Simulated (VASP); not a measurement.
Input of a VASP 6.6.1 run:

Contents of POSCAR:

```
SrO
1.0
    0.0000000000      5.5845610339      5.5845610339
    5.5845610339      0.0000000000      5.5845610339
    5.5845610339      5.5845610339      0.0000000000
Sr O
8 8
Direct
    0.0155413289     -0.0043678455     -0.0230792535
   -0.0212882444      0.0047639375      0.4991204292
   -0.0110611200      0.5072267064      0.0215179849
   -0.0123524480      0.4875004469      0.5237066946
    0.5014053894      0.0116961744     -0.0235074877
    0.5106654727     -0.0043282722      0.4971745287
    0.5002414663      0.4924438973      0.0039841986
    0.5077662296      0.5114193368      0.4981984230
    0.1395915445      0.1231123621      0.1209392280
    0.1430831349      0.0915689697      0.6090556589
    0.1215223535      0.6193194020      0.1495442515
    0.1148831566      0.6418330784      0.6064392491
    0.6574910683      0.0854561347      0.1206150306
    0.6259620011      0.1561850600      0.6324207003
    0.6224166016      0.6135229751      0.1294781265
    0.6247886770      0.6342026667      0.6473045022
```

Contents of INCAR.step1:

```
  ALGO = Normal
  EDIFF = 1E-4
  ENCUT = 520
  GGA = PE
  ISMEAR = -1
  LASPH = True
  LCHARG = False
  LREAL = Auto
  LWAVE = True
  NBANDS = 78
  NELM = 60
  PREC = Accurate
  SIGMA = 0.086
```

The input INCAR.step2:

```
  ALGO = Normal
  EDIFF = 1E-6
  ENCUT = 520
  ISIF = 2
  ISMEAR = -1
  ISTART = 1
  LASPH = True
  LCHARG = False
  LMIXTAU = True
  LREAL = Auto
  LWAVE = False
  METAGGA = R2SCAN
  NBANDS = 78
  NELM = 60
  PREC = Accurate
  SIGMA = 0.086
```

The input KPOINTS:

```
k-points
0
Gamma
  2 2 2
```

Potentials or basis: VASP PAW PBE potentials, release 64 (Sr_sv, O).

The run is started by

```sh
$ cat potpaw_PBE.64/Sr_sv/POTCAR potpaw_PBE.64/O/POTCAR > POTCAR
$ cp INCAR.step1 INCAR
$ mpirun -np 1 vasp_std > vasp.out
$ cp INCAR.step2 INCAR
$ mpirun -np 1 vasp_std > vasp.out
```

**Question.** Predict the pressure.

**Answer.** 1.0 GPa.

**Question.** Predict the largest force.

**Answer.** 2.001 eV/Å.

**Question.** What does it give for the band gap on the k mesh?

**Answer.** 2.73 eV.

Stress tensor (GPa, compression positive):
```
 0.80 -0.33 -1.25
-0.33  1.10 -0.12
-1.25 -0.12  1.24
```

Caveat: the k points lie up to 0.49 Å⁻¹ apart; the atoms stand as in a frame of molecular dynamics; the PAW data sets were made with another functional, which shifts forces and pressure a little.
